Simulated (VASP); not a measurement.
## Li: single point with r2SCAN

Crystal: Li.

```
Li
1.0
    -1.73996    1.73996    1.73996
     1.73996   -1.73996    1.73996
     1.73996    1.73996   -1.73996
Li
1
Direct
  0.00000 0.00000 0.00000
```

```
Program                : VASP 6.6.1
Task                   : single point
Functional             : r2SCAN
Potentials or basis    : VASP PAW PBE potentials, release 64 (Li_sv)
Cutoff                 : 830 eV
k mesh                 : 8 × 8 × 8
Occupations            : fermi-dirac, width 0.1 eV
Spin                   : no spin polarisation
Dipole correction      : no
Further INCAR settings : ALGO = Normal; EDIFF = 1e-06; NBANDS = 8
```

- Pressure: 0.0 GPa
- Band gap on the k mesh: zero (an odd number of electrons rules out a gap without spin polarisation)

Levels at points of the mesh, in eV from the Fermi level:
```
           k point  band 1  band 2  band 3  band 4  band 5  band 6
(0.00, 0.00, 0.00)  -48.18   -3.84   15.86   15.86   15.86   20.03
(0.50, 0.00, 0.00)  -48.17    0.25    3.36   11.16   12.67   14.09
(0.50, 0.50, 0.50)  -48.15    5.90    5.90    5.90    8.01    8.01
```

Wall time 47 s on 1 thread of Intel Xeon 8259CL, with other jobs on the host, peak memory 0.12 GiB.

Caveat: the PAW data sets were made with another functional, which shifts forces and pressure a little.
